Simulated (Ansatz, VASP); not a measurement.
## InSb2: VASP beside Ansatz

```xyz
6
Lattice="5.9113 0.0000 0.0000 0.0000 7.4713 0.0000 0.0000 0.0000 4.3760" Properties=species:S:1:pos:R:3 pbc="T T T"
In    0.0000    0.0000    0.0000
In    2.9557    3.7356    2.1880
Sb    1.0786    2.8530    0.0000
Sb    4.8327    4.6183    0.0000
Sb    4.0343    0.8826    2.1880
Sb    1.8770    6.5887    2.1880
```

Alike in both runs: functional PBE; k mesh 6 × 6 × 8; occupations gaussian, width 0.1 eV; no spin polarisation.

Ansatz relaxed the structure, and its values are those at the end. VASP's run is a single point on that final structure, the one shown.

|  | VASP | Ansatz |
| --- | --- | --- |
| version | VASP 6.6.1 | Ansatz 0.2.0 |
| potentials or method | VASP PAW PBE potentials, release 64 (In_d, Sb), cutoff 520 eV | scalar-relativistic, plane waves, PAW |
| valence electrons in the cell | 46 | 86 |

|  | VASP | Ansatz | Ansatz less VASP |
| --- | --- | --- | --- |
| gap on the k mesh at the Fermi level (eV) | none | none | - |
| pressure (GPa) | 0.0 | 0.0 | 0.00 |
| rms of the force components (eV/Å) | 0.011 | 0.002 | -0.0090 |

A gap of «none» marks a metal or a gap that the smearing closes. VASP's potentials hold 46 valence electrons a cell and Ansatz's 86, so a difference there can come from the potentials and not from the codes.

Neither program's run includes spin-orbit coupling.
